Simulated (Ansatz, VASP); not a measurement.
KZnF3 in VASP and in Ansatz

```
CELL_PARAMETERS angstrom
3.84750 0.00000 0.00000
0.00000 3.84750 0.00000
0.00000 0.00000 4.25250
ATOMIC_POSITIONS crystal
K 0.00000 0.00000 0.00000
Zn 0.50000 0.50000 0.50000
F 0.50000 0.50000 0.00000
F 0.00000 0.50000 0.50000
F 0.50000 0.00000 0.50000
```

Change from the starting cell: strain -0.050 along x and y, +0.050 along z, atoms carried along.

Alike in both runs: task single point; functional PBE; k mesh 6 × 6 × 6; occupations gaussian, width 0.05 eV; no spin polarisation.

|  | VASP | Ansatz |
| --- | --- | --- |
| version | VASP 6.6.1 | Ansatz 0.2.0 |
| potentials or method | VASP PAW PBE potentials, release 64 (K_sv, Zn, F), cutoff 520 eV | scalar-relativistic, plane waves, PAW |
| valence electrons in the cell | 42 | 42 |

VASP gave:

```
gap on the k mesh at the Fermi level (eV)                     : 3.61
least direct gap on the mesh (eV)                             : 6.00
pressure (GPa)                                                : 12.0
traceless stress, the component that is largest in VASP (GPa) : -7.73
```

Q: Estimate Ansatz's values.

A: gap on the k mesh at the Fermi level (eV): 3.69; least direct gap on the mesh (eV): 6.05; pressure (GPa): 11.4; traceless stress, the component that is largest in VASP (GPa): -7.32.
